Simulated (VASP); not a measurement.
Wanted: the native input for a VASP 6.6.1 run.

```yaml
Task: single point
Functional: RPBE
Potentials_or_basis: VASP PAW PBE potentials, release 64 (In_d, Cu)
Cutoff: 600 eV
k_mesh: 5 × 5 × 5
Occupations: gaussian, width 0.2 eV
Spin: no spin polarisation
Dipole_correction: no
Further_INCAR_settings: ALGO = Normal; EDIFF = 1e-06; NBANDS = 33
```

The structure of In3Cu lies in POSCAR:

```
In3Cu
1.0
    4.4827700000      0.0000000000      0.0000000000
    0.0000000000      4.4827700000      0.0000000000
    0.0000000000      0.0000000000      4.4827700000
In Cu
3 1
Direct
    0.0000000000      0.5000000000      0.5000000000
    0.5000000000      0.0000000000      0.5000000000
    0.5000000000      0.5000000000      0.0000000000
    0.0000000000      0.0000000000      0.0000000000
```

The input as run:

INCAR

```
SYSTEM = In3Cu
PREC = Accurate
ENCUT = 600
EDIFF = 1E-6
ISMEAR = 0
SIGMA = 0.2
LREAL = .False.
LASPH = .True.
NELM = 120
ALGO = Normal
ISIF = 2
LWAVE = .False.
LCHARG = .False.
GGA = RP
NBANDS = 33
GGA_COMPAT = .False.
```

KPOINTS

```
Automatic mesh
0
Gamma
  5 5 5
  0 0 0
```

Potentials or basis: VASP PAW PBE potentials, release 64 (In_d, Cu).

Launch:

```bash
$ cat potpaw_PBE.64/In_d/POTCAR potpaw_PBE.64/Cu/POTCAR > POTCAR
$ mpirun -np 1 vasp_std > vasp.out
```

It gave:

```
Pressure               : 2.9 GPa
Band gap on the k mesh : zero (bands 25 and 26 overlap by 2.86 eV)
```

Caveat: the PAW data sets were made with another functional, which shifts forces and pressure a little; spin-orbit coupling is left out, which moves the levels of the heavy elements.

Run time: 35 s on 1 thread of Intel(R) Xeon(R) Platinum 8488C (Sapphire Rapids), on a shared host, peak memory 0.2 GiB.
